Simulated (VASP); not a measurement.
Wanted: the native input for a VASP 6.6.1 run.

```
Task                   : single point
Functional             : r2SCAN
Dispersion             : D4
Potentials or basis    : VASP PAW PBE potentials, release 64 (Ta_pv, K_sv, O)
Cutoff                 : 520 eV
k mesh                 : 7 × 7 × 7
Occupations            : fermi-dirac, width 0.05 eV
Spin                   : no spin polarisation
Dipole correction      : no
Further INCAR settings : ALGO = Normal; EDIFF = 1e-06; NBANDS = 27
```

The system is KTaO3.

```
CELL_PARAMETERS angstrom
4.06652 0.00000 0.00000
0.00000 4.06652 0.00000
0.00000 0.00000 4.06652
ATOMIC_POSITIONS crystal
Ta 0.00000 0.00000 0.00000
K 0.50000 0.50000 0.50000
O 0.00000 0.00000 0.50000
O 0.00000 0.50000 0.00000
O 0.50000 0.00000 0.00000
```

The input as run:

POSCAR

```
KTaO3
1.0
    4.0665218197      0.0000000000      0.0000000000
    0.0000000000      4.0665218197      0.0000000000
    0.0000000000      0.0000000000      4.0665218197
Ta K O
1 1 3
Direct
    0.0000000000      0.0000000000      0.0000000000
    0.5000000000      0.5000000000      0.5000000000
    0.0000000000      0.0000000000      0.5000000000
    0.0000000000      0.5000000000      0.0000000000
    0.5000000000      0.0000000000      0.0000000000
```

INCAR.step1

```
PREC     = Accurate       # precision mode
ENCUT    = 520            # plane-wave cutoff, eV
ISMEAR   = -1             # smearing method
SIGMA    = 0.05           # smearing width, eV
LREAL    = False          # projectors in reciprocal space
LASPH    = True           # aspherical terms in the spheres
NELM     = 60             # most SCF steps
NBANDS   = 27             # bands
GGA      = PE             # functional
ALGO     = Normal         # electronic algorithm
EDIFF    = 1E-4           # SCF threshold, eV
LWAVE    = True           # write WAVECAR
LCHARG   = False          # write CHGCAR
```

INCAR.step2

```
PREC     = Accurate       # precision mode
ENCUT    = 520            # plane-wave cutoff, eV
EDIFF    = 1E-6           # SCF threshold, eV
ISMEAR   = -1             # smearing method
SIGMA    = 0.05           # smearing width, eV
LREAL    = False          # projectors in reciprocal space
LASPH    = True           # aspherical terms in the spheres
NELM     = 60             # most SCF steps
ALGO     = Normal         # electronic algorithm
ISIF     = 2              # what is computed and relaxed
LWAVE    = False          # write WAVECAR
LCHARG   = True           # write CHGCAR
METAGGA  = R2SCAN         # meta-GGA
LMIXTAU  = True         
IVDW     = 13             # dispersion correction
VDW_S6   = 1.0          
VDW_S8   = 0.6018749    
VDW_A1   = 0.51559235   
VDW_A2   = 5.77342911   
LELF     = True           # ELF
LVHAR    = True         
NBANDS   = 27             # bands
ISTART   = 1
```

KPOINTS

```
Automatic mesh
0
Gamma
  7 7 7
```

Potentials or basis: VASP PAW PBE potentials, release 64 (Ta_pv, K_sv, O).

Command:

```sh
$ cat potpaw_PBE.64/Ta_pv/POTCAR potpaw_PBE.64/K_sv/POTCAR potpaw_PBE.64/O/POTCAR > POTCAR
$ cp INCAR.step1 INCAR
$ mpirun -np 1 vasp_std > vasp.out
$ cp INCAR.step2 INCAR
$ mpirun -np 1 vasp_std > vasp.out
```

It gave:

```yaml
Pressure: -10.5 GPa
Band_gap_on_the_k_mesh: 2.50 eV (least direct gap 3.11 eV)
Dispersion_energy_per_atom: -0.057 eV
```

Caveat: the cell stands under tension; the PAW data sets were made with another functional, which shifts forces and pressure a little; spin-orbit coupling is left out, which moves the levels of the heavy elements; an odd mesh through Γ misses points on the zone boundary, where band edges can lie.

Run time: 4.5 min on 1 thread of Intel Xeon 8259CL, with other jobs on the host, peak memory 0.19 GiB.
